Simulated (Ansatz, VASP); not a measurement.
CoO: VASP beside Ansatz

The input INCAR:

```
PREC = Accurate
ENCUT = 520
EDIFF = 1E-6
ISMEAR = 0
SIGMA = 0.02
LREAL = False
LASPH = True
NELM = 150
ALGO = Normal
ISIF = 2
LWAVE = False
LCHARG = False
ISPIN = 2
MAGMOM = 2.82 0.28
LORBIT = 11
LMAXMIX = 4
LDAU = True
LDAUTYPE = 2
LDAUL = 2 -1
LDAUU = 3.32 0
LDAUJ = 0 0
LDAUPRINT = 1
GGA = PE
NBANDS = 18
```

File KPOINTS:

```
Automatic mesh
0
Gamma
  12 12 12
```

File POSCAR:

```
CoO
1.0
    1.4705769754      0.8490380126      2.3669432342
   -1.4705769754      0.8490380126      2.3669432342
    0.0000000000     -1.6980760252      2.3669432342
Co O
1 1
Direct
    0.0000000000      0.0000000000      0.0000000000
    0.5000000000      0.5000000000      0.5000000000
```

Input for Ansatz:

```yaml
crystal:
  lattice:
    - [1.4705769754, 0.8490380126, 2.3669432342]
    - [-1.4705769754, 0.8490380126, 2.3669432342]
    - [0.0, -1.6980760252, 2.3669432342]
  atoms:
    - { symbol: Co, position: [0.0, 0.0, 0.0], spin: 2.82 }
    - { symbol: O, position: [0.5, 0.5, 0.5], spin: 0.28 }
basis:
  ecutwfc: 420
kpoints:
  mp_grid: { grid: [12, 12, 12] }
  band_path: { path: [VBM, CBM], npoints: 2 }
hamiltonian:
  xc: pbe
  hubbard: { sites: [{ species: Co, l: d, u_eff: 3.32 }] }
scf:
  occupations: { method: gaussian, width: 0.02 }
output:
  forces: true
  stress: true
  eigenvalues: true
  populations: true
magnetization:
  spin_polarized: true
checkpoint:
  read: start.run
  write: ck
  compress: false
  write_wavefunctions: false
  write_every: 100000
```

Alike in both runs: task single point; functional PBE; k mesh 12 × 12 × 12; occupations gaussian, width 0.02 eV; collinear spin; Hubbard terms Co d U = 3.32 eV.

|  | VASP | Ansatz |
| --- | --- | --- |
| version | VASP 6.6.1 | Ansatz 0.2.0 |
| potentials or method | VASP PAW PBE potentials, release 64 (Co, O), cutoff 520 eV | scalar-relativistic, plane waves, PAW |
| valence electrons in the cell | 15 | 23 |

Ansatz gave:

* pressure (GPa): 30.0
* traceless stress, the component that is largest in VASP (GPa): 0.00
* net moment per atom (μB): 1.50
* size of the moment on the site where the two differ most (μB): 2.57

Question: What did VASP give for the same quantities?

Answer: Pressure (GPa): 19.0; traceless stress, the component that is largest in VASP (GPa): -1.28; net moment per atom (μB): 1.50; size of the moment on the site where the two differ most (μB): 2.72.

Site moments also hang on the region over which each program counts them. The programs project onto different local orbitals, so the same U acts differently, and such runs can settle in different states. VASP's potentials hold 15 valence electrons a cell and Ansatz's 23, so a difference there can come from the potentials and not from the codes. Ansatz's warnings: look outside group, minimisation memory short, stability check not made.
